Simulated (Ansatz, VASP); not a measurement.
**W in VASP and in Ansatz**

```
W
1.0
    -1.72508    1.72508    1.66119
     1.72508   -1.72508    1.66119
     1.72508    1.72508   -1.66119
W
1
Direct
  0.00000 0.00000 0.00000
```

Change from the starting cell: strain +0.080 along x and y, +0.040 along z, atoms carried along.

Alike in both runs: task single point; functional PBE; k mesh 20 × 20 × 20; occupations gaussian, width 0.15 eV; no spin polarisation.

|  | VASP | Ansatz |
| --- | --- | --- |
| version | VASP 6.6.1 | Ansatz 0.2.0 |
| potentials or method | VASP PAW PBE potentials, release 64 (W_sv), cutoff 520 eV | scalar-relativistic, plane waves, PAW |
| valence electrons in the cell | 14 | 14 |

|  | VASP | Ansatz | Ansatz less VASP |
| --- | --- | --- | --- |
| gap on the k mesh at the Fermi level (eV) | none | none | - |
| pressure (GPa) | -39.6 | -39.7 | -0.06 |
| traceless stress, the component that is largest in VASP (GPa) | 4.95 | 4.95 | +0.001 |

A gap of «none» marks a metal or a gap that the smearing closes. Both programs put the cell under strong tension, so it lies far from rest at this level. The functional is the same, so the differences come from potentials, cutoffs and numerics.

Spin-orbit coupling is off throughout. Noted on VASP's run: the cell as given lies far from equilibrium.
